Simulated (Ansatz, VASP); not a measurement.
**Two plane-wave programs on Ga2GeTeSe**

```
Ga Ge Te Se
1.0
     4.96062    0.00000    0.00000
     0.00000    4.96062    0.00000
     0.00000    0.00000    4.81562
Ga Ge Te Se
2 1 1 1
Direct
  0.00000 0.50000 0.50000
  0.50000 0.00000 0.50000
  0.50000 0.50000 0.00000
  0.00000 0.00000 0.00000
  0.50000 0.50000 0.50000
```

Change from the starting cell: species swapped into the CsHgBr2Cl type (P4/mmm, No. 123).

Alike in both runs: task single point; functional PBE; k mesh 4 × 4 × 4; occupations gaussian, width 0.1 eV; no spin polarisation.

```csv
,VASP,Ansatz
version,VASP 6.6.1,Ansatz 0.2.0
potentials or method,"VASP PAW PBE potentials, release 64 (Ga_d, Ge_d, Te, Se), cutoff 520 eV","scalar-relativistic, plane waves, PAW"
valence electrons in the cell,52,72
```

Ansatz gave:

```
gap on the k mesh at the Fermi level (eV)                     : none
pressure (GPa)                                                : 7.8
traceless stress, the component that is largest in VASP (GPa) : 4.37
```

**Question.** Which values does VASP return?

**Answer.** gap on the k mesh at the Fermi level (eV): none; pressure (GPa): 7.8; traceless stress, the component that is largest in VASP (GPa): 4.29.

A gap of «none» marks a metal or a gap that the smearing closes. The functional is the same, so the differences come from potentials, cutoffs and numerics. VASP's potentials hold 52 valence electrons a cell and Ansatz's 72, so a difference there can come from the potentials and not from the codes.

Spin-orbit coupling is off throughout.
